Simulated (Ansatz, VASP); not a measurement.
## NiO in VASP and in Ansatz

File INCAR:

```
PREC = Accurate
ENCUT = 600
EDIFF = 1E-6
ISMEAR = 0
SIGMA = 0.02
LREAL = False
LASPH = True
NELM = 200
ALGO = Normal
ISIF = 2
LWAVE = False
LCHARG = False
ISPIN = 2
MAGMOM = 1 0
LORBIT = 11
LMAXMIX = 4
GGA = PE
NBANDS = 19
GGA_COMPAT = False
```

The input KPOINTS:

```
regular mesh
0
Gamma
  18 18 18
```

File POSCAR:

```
NiO
1.0
    0.0000000000      2.0433202721      2.0433202721
    2.0433202721      0.0000000000      2.0433202721
    2.0433202721      2.0433202721      0.0000000000
Ni O
1 1
Direct
    0.0000000000      0.0000000000      0.0000000000
    0.5000000000      0.5000000000      0.5000000000
```

Input for Ansatz:

```yaml
crystal:
  lattice:
    - [0.0, 2.0433202721, 2.0433202721]
    - [2.0433202721, 0.0, 2.0433202721]
    - [2.0433202721, 2.0433202721, 0.0]
  atoms:
    - { symbol: Ni, position: [0.0, 0.0, 0.0], spin: 1.0 }
    - { symbol: O, position: [0.5, 0.5, 0.5] }
magnetization:
  spin_polarized: true
hamiltonian:
  xc: pbe
kpoints:
  mp_grid: { grid: [18, 18, 18] }
scf:
  occupations: { method: gaussian, width: 0.02 }
  convergence: { dr2_threshold: 1.0e-09 }
basis:
  ecutwfc: 600
```

Alike in both runs: task single point; functional PBE; k mesh 18 × 18 × 18; occupations gaussian, width 0.02 eV; collinear spin.

|  | VASP | Ansatz |
| --- | --- | --- |
| version | VASP 6.6.1 | Ansatz 0.2.0 |
| potentials or method | VASP PAW PBE potentials, release 64 (Ni, O), cutoff 600 eV | scalar-relativistic, plane waves, PAW |
| valence electrons in the cell | 16 | 24 |

Ansatz gave:

* net moment per atom (μB): 0.77
* size of the moment on the site where the two differ most (μB): 1.25

Which values does VASP return?

net moment per atom (μB): 0.76; size of the moment on the site where the two differ most (μB): 1.27.

Site moments also hang on the region over which each program counts them. VASP's potentials hold 16 valence electrons a cell and Ansatz's 24, so a difference there can come from the potentials and not from the codes.
